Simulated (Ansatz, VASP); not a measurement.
## Two plane-wave programs on C

```
C
1.0
     1.28914   -2.27557    0.00000
     1.28914    2.27557    0.00000
     0.00000    0.00000    5.66061
C
6
Direct
  0.00000 0.50000 0.33292
  0.50000 0.00000 0.66708
  0.50000 0.00000 0.16708
  0.00000 0.50000 0.83292
  0.00000 0.00000 0.50000
  0.50000 0.50000 0.00000
```

Alike in both runs: functional PBE; k mesh 12 × 12 × 4; occupations gaussian, width 0.1 eV; no spin polarisation.

Ansatz relaxed the structure, and its values are those at the end. VASP's run is a single point on that final structure, the one shown.

|  | VASP | Ansatz |
| --- | --- | --- |
| version | VASP 6.6.1 | Ansatz 0.2.0 |
| potentials or method | VASP PAW PBE potentials, release 64 (C), cutoff 520 eV | scalar-relativistic, plane waves, PAW |
| valence electrons in the cell | 24 | 24 |

```tsv
	VASP	Ansatz	Ansatz less VASP
gap on the k mesh at the Fermi level (eV)	0.84	0.85	+0.009
least direct gap on the mesh (eV)	2.56	2.56	+0.009
pressure (GPa)	0.8	0.3	-0.49
rms of the force components (eV/Å)	0.005	0.003	-0.0025
```

With one functional, cell and mesh, what is left measures potentials, basis and numerics.
